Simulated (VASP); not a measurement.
PbS, 2 atoms in the cell. The structure is cubic, space group Fm-3m (No. 225). The conventional cell has a = 5.809 Å, b = 5.809 Å, c = 5.809 Å, α = 90.00°, β = 90.00°, γ = 90.00°. Within 3.8 Å of Pb (site symmetry m-3m) lie 6 S at 2.90 Å. Within 3.8 Å of S (site symmetry m-3m) lie 6 Pb at 2.90 Å.  This cell differs from its parent crystal: volume scaled by 0.94.

| Quantity | Value |
| --- | --- |
| Program | VASP 6.6.1 |
| Task | electric field gradients |
| Functional | PBE |
| Potentials or basis | VASP PAW PBE potentials, release 64 (Pb_d, S) |
| Cutoff | 520 eV |
| k mesh | 8 × 8 × 8 |
| Occupations | fermi-dirac, width 0.01 eV |
| Spin | no spin polarisation |
| Dipole correction | no |
| Further INCAR settings | ALGO = Normal; EDIFF = 1e-08; NBANDS = 17 |

Potentials or basis: VASP PAW PBE potentials, release 64 (Pb_d, S).

Launch:

```bash
$ cat potpaw_PBE.64/Pb_d/POTCAR potpaw_PBE.64/S/POTCAR > POTCAR
$ mpirun -np 1 vasp_std > vasp.out
```

Hardware: 1 thread of Intel(R) Xeon(R) 6975P-C (Granite Rapids) (shared host).

Task: Estimate the wall time of this run.

Result: Run time: 10 s on 1 thread of Intel(R) Xeon(R) 6975P-C (Granite Rapids), with other jobs on the host, peak memory 0.18 GiB. Counts: scf iterations 16, k points 29.
